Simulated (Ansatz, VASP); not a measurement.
**CaSe: VASP beside Ansatz**

```
Ca Se
1.0
     0.00000    2.93445    2.93445
     2.93445    0.00000    2.93445
     2.93445    2.93445    0.00000
Ca Se
1 1
Direct
  0.00000 0.00000 0.00000
  0.50000 0.50000 0.50000
```

Alike in both runs: functional PBEsol; k mesh 10 × 10 × 10; occupations fermi-dirac, width 0.1 eV; no spin polarisation.

Ansatz relaxed the structure, and its values are those at the end. VASP's run is a single point on that final structure, the one shown.

```csv
,VASP,Ansatz
version,VASP 6.6.1,Ansatz 0.2.0
potentials or method,"VASP PAW PBE potentials, release 64 (Ca_sv, Se)","PAW with Ansatz's default frozen-core files, scalar-relativistic"
plane-wave cutoff (eV),520,420
valence electrons in the cell,16,26
```

Ansatz gave:

```
pressure (GPa) : 0.0
```

Q: Which values does VASP return?

A: Pressure (GPa): 0.2.

VASP's potentials were made for PBE, not for PBEsol. VASP's potentials hold 16 valence electrons a cell and Ansatz's 26, so a difference there can come from the potentials and not from the codes.
